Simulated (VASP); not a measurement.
# Br (Pm-3m) in VASP: further runs, part 2 of 2

VASP 6.6.1. Earlier steps stand in the parts before.

### 3 Single point, LDA

File INCAR:

```
ALGO     = Normal         # electronic algorithm
EDIFF    = 1E-7           # SCF threshold, eV
ENCUT    = 520            # plane-wave cutoff, eV
ISIF     = 2              # what is computed and relaxed
ISMEAR   = -1             # smearing method
LASPH    = True           # aspherical terms in the spheres
LCHARG   = False          # write CHGCAR
LREAL    = False          # projectors in reciprocal space
LWAVE    = False          # write WAVECAR
NBANDS   = 18             # bands
NELM     = 80             # most SCF steps
PREC     = Accurate       # precision mode
SIGMA    = 0.15           # smearing width, eV
```

File KPOINTS:

```
k-points
0
Gamma
  7 7 7
```

File POSCAR:

```
Br
1.0
    4.5976400000      0.0000000000      0.0000000000
    0.0000000000      4.5976400000      0.0000000000
    0.0000000000      0.0000000000      4.5976400000
Br
3
Direct
    0.5000000000      0.0000000000      0.0000000000
    0.0000000000      0.5000000000      0.0000000000
    0.0000000000      0.0000000000      0.5000000000
```

Potentials or basis: VASP PAW LDA potentials, release 64 (Br).

Launch:

```
> cat potpaw_LDA.64/Br/POTCAR > POTCAR
> mpirun -np 1 vasp_std > vasp.out
```

Run time: 25 s. Hardware: 1 thread of Intel Xeon 6975P-C, shared host; peak memory 0.17 GiB.

The run converged. Its results:

- Free energy: -4.8326 eV
- Pressure: -3.6 GPa

Levels at points of the mesh, in eV from the Fermi level:
| k point | band 6 | band 7 | band 8 | band 9 | band 10 | band 11 | band 12 | band 13 | band 14 | band 15 |
| --- | --- | --- | --- | --- | --- | --- | --- | --- | --- | --- |
| (0.00, 0.00, 0.00) | -3.67 | -0.93 | -0.93 | -0.93 | 0.34 | 0.34 | 0.34 | 4.79 | 6.98 | 8.05 |

Caveat: an odd number of electrons without spin polarisation forces a metal; a magnetic or distorted state may lie lower.

### 4 Single point, BLYP

File INCAR:

```
  AGGAC = 1.0
  AGGAX = 1.0
  ALDAC = 0.0
  ALDAX = 1.0
  ALGO = Normal
  EDIFF = 1E-6
  ENCUT = 520
  GGA = B5
  ISIF = 2
  ISMEAR = -1
  LASPH = True
  LCHARG = False
  LREAL = False
  LWAVE = False
  NBANDS = 18
  NELM = 100
  PREC = Accurate
  SIGMA = 0.15
```

KPOINTS is that of step 3.

POSCAR is that of step 3.

Potentials or basis: VASP PAW PBE potentials, release 64 (Br).

Launch:

```
> cat potpaw_PBE.64/Br/POTCAR > POTCAR
> mpirun -np 1 vasp_std > vasp.out
```

OUTCAR:

```text
EDIFF = 1E-6
   ENCUT = 520
   GGA = B5
   ISIF = 2
   ISMEAR = -1
   LASPH = True
   LREAL = False
   NELM = 100
   PREC = Accurate

 ion  position               nearest neighbor table
   1  0.500  0.000  0.000-
   2  0.000  0.500  0.000-
   3  0.000  0.000  0.500-

  LATTYP: Found a simple cubic cell.
 ALAT       =     4.5976400000

[... 602 lines left out ...]
     18      12.4734      0.00000

------------------------ aborting loop because EDIFF is reached ----------------------------------------

  FORCE on cell =-STRESS in cart. coord.  units (eV):
  Direction    XX          YY          ZZ          XY          YZ          ZX
  --------------------------------------------------------------------------------------
  -------------------------------------------------------------------------------------
  Total        1.3443267      1.3443267      1.3443267      0.0000000      0.0000000     -0.0000000
  in kB       22.1620803     22.1620803     22.1620803      0.0000000      0.0000000     -0.0000000
  external PRESSURE =      22.1620803 kB  Pullay stress =       0.0000000 kB

 VOLUME and BASIS-vectors are now :
 -----------------------------------------------------------------------------
  energy-cutoff  :      520.00
  volume of cell :       97.19
      direct lattice vectors                 reciprocal lattice vectors
     4.597640000  0.000000000  0.000000000     0.217502893  0.000000000  0.000000000
     0.000000000  4.597640000  0.000000000     0.000000000  0.217502893  0.000000000
     0.000000000  0.000000000  4.597640000     0.000000000  0.000000000  0.217502893

 POSITION                                       TOTAL-FORCE (eV/Angst)
 -----------------------------------------------------------------------------------
      2.29882      0.00000      0.00000         0.000000      0.000000      0.000000
      0.00000      2.29882      0.00000         0.000000      0.000000      0.000000
      0.00000      0.00000      2.29882         0.000000      0.000000      0.000000
 -----------------------------------------------------------------------------------
    total drift:                                0.000000      0.000000     -0.000000

  FREE ENERGIE OF THE ION-ELECTRON SYSTEM (eV)
  ---------------------------------------------------
  free  energy   TOTEN  =        -2.5553832919 eV

  energy  without entropy=       -2.1595708596  energy(sigma->0) =       -2.35747708
```

OSZICAR:

```text
N       E                     dE             d eps       ncg     rms          rms(c)
DAV:   1     0.138292437375E+03    0.13829E+03   -0.86245E+03   720   0.956E+02
DAV:   2     0.752136083820E+01   -0.13077E+03   -0.12752E+03   948   0.173E+02
DAV:   3    -0.246639120629E+01   -0.99878E+01   -0.98329E+01   806   0.562E+01
DAV:   4    -0.257048765932E+01   -0.10410E+00   -0.10403E+00  1052   0.674E+00
DAV:   5    -0.257127021287E+01   -0.78255E-03   -0.78248E-03   908   0.579E-01    0.531E+00
DAV:   6    -0.255490776447E+01    0.16362E-01   -0.29494E-02   982   0.730E-01    0.313E+00
DAV:   7    -0.255573893143E+01   -0.83117E-03   -0.21649E-02   972   0.737E-01    0.336E-01
DAV:   8    -0.255536201208E+01    0.37692E-03   -0.26455E-03   906   0.237E-01    0.308E-02
DAV:   9    -0.255537680519E+01   -0.14793E-04   -0.33534E-05   952   0.416E-02    0.145E-02
DAV:  10    -0.255538308735E+01   -0.62822E-05   -0.60306E-06   944   0.231E-02    0.320E-03
DAV:  11    -0.255538329190E+01   -0.20455E-06   -0.48137E-07   602   0.400E-03
   1 F= -.25553833E+01 E0= -.23574771E+01  d E =-.395812E+00
```

Wall time 39 s (1 thread of Intel Xeon 6975P-C, shared host); peak memory 0.2 GiB.

Results:

| Property | Result |
| --- | --- |
| Free energy | -2.5554 eV |
| Pressure | 2.2 GPa |

Caveat: the PAW data sets were made with another functional, which shifts forces and pressure a little; an odd number of electrons without spin polarisation forces a metal; a magnetic or distorted state may lie lower.

### 5 Summary

```csv
level,potentials or basis,gap on the mesh (eV),pressure (GPa)
PBEsol,"VASP PAW PBE potentials, release 64 (Br)",none,-2.3
LDA,"VASP PAW LDA potentials, release 64 (Br)",none,-3.6
BLYP,"VASP PAW PBE potentials, release 64 (Br)",none,2.2
```

Alike in all rows: task single point; no spin polarisation; cell as given; k mesh 7 × 7 × 7; cutoff (eV) 520; smearing fermi-dirac 0.15 eV.

Caveats: an odd number of electrons without spin polarisation forces a metal; a magnetic or distorted state may lie lower; the PAW data sets were made with another functional, which shifts forces and pressure a little (some runs).

Absolute energies hang on the potentials; compare differences alone.
